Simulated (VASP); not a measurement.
The system is TiO2.

```
Ti O
1.0
     4.69005    0.00000    0.00000
     0.00000    4.69005    0.00000
     0.00000    0.00000    3.01725
Ti O
2 4
Direct
  0.00000 0.00000 0.50000
  0.50000 0.50000 0.00000
  0.30432 0.30432 0.50000
  0.19568 0.80432 0.00000
  0.80432 0.19568 0.00000
  0.69568 0.69568 0.50000
```

Program: VASP 6.6.1. Alike in all runs: task single point; no spin polarisation; cell as given; k mesh 6 × 6 × 9; cutoff (eV) 520; smearing fermi-dirac 0.05 eV.

Problem. Order these runs on this cell by their pressure, lowest first.
A. level LDA; potentials or basis VASP PAW LDA potentials, release 64 (Ti_sv, O)
B. level PBE+D4; potentials or basis VASP PAW PBE potentials, release 64 (Ti_sv, O)
C. level BLYP; potentials or basis VASP PAW PBE potentials, release 64 (Ti_sv, O)
D. level PBE; potentials or basis VASP PAW PBE potentials, release 64 (Ti_sv, O)

Solution. A (-19.5 GPa), B (-11.3 GPa), D (-7.8 GPa), C (-2.7 GPa).

Caveats: the cell stands under tension (at least some runs); the PAW data sets were made with another functional, which shifts forces and pressure a little (at least some runs).
